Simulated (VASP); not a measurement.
Wanted: the native input for a VASP 6.6.1 run.

- Task: single point
- Functional: PBE
- Dispersion: D3(BJ)
- Potentials or basis: VASP PAW PBE potentials, release 64 (Pb_d, O)
- Cutoff: 600 eV
- k mesh: 8 × 8 × 6, shifted
- Occupations: gaussian, width 0.05 eV
- Spin: no spin polarisation
- Dipole correction: no
- Further INCAR settings: ALGO = Normal; EDIFF = 1e-06; NBANDS = 28; ISYM = 0

The structure of PbO lies in POSCAR:

```
PbO
1.0
    4.0864133875      0.0000000000      0.0000000000
    0.0000000000      4.0864133875      0.0000000000
    0.0000000000      0.0000000000      4.7504555630
Pb O
2 2
Direct
    0.0000000000      0.5000000000      0.2351000000
    0.5000000000      0.0000000000      0.7649000000
    0.0000000000      0.0000000000      0.0000000000
    0.5000000000      0.5000000000      0.0000000000
```

These files were run (other wordings do the same):

INCAR

```
SYSTEM = PbO
PREC = Accurate
ENCUT = 600
EDIFF = 1E-6
ISMEAR = 0
SIGMA = 0.05
LREAL = .False.
LASPH = .True.
NELM = 120
ALGO = Normal
ISIF = 2
LWAVE = .False.
LCHARG = .True.
GGA = PE
IVDW = 12
LELF = .True.
LVHAR = .True.
NBANDS = 28
ISYM = 0
GGA_COMPAT = .False.
```

KPOINTS

```
Automatic mesh
0
Gamma
  8 8 6
  0.5 0.5 0.5
```

Potentials or basis: VASP PAW PBE potentials, release 64 (Pb_d, O).

Launch:

```sh
$ cat potpaw_PBE.64/Pb_d/POTCAR potpaw_PBE.64/O/POTCAR > POTCAR
$ mpirun -np 1 vasp_std > vasp.out
```

Results of the run:

- Pressure: 2.0 GPa
- Largest force: 0.697 eV/Å
- Band gap on the k mesh: 1.76 eV (least direct gap 2.23 eV)
- Dispersion energy per atom: -0.239 eV

Caveat: spin-orbit coupling is left out, which moves the levels of the heavy elements; a shifted mesh leaves out Γ, where band edges can lie.

It took 8.2 min on 1 thread of Intel Xeon 8259CL, on a shared host, peak memory 0.54 GiB.
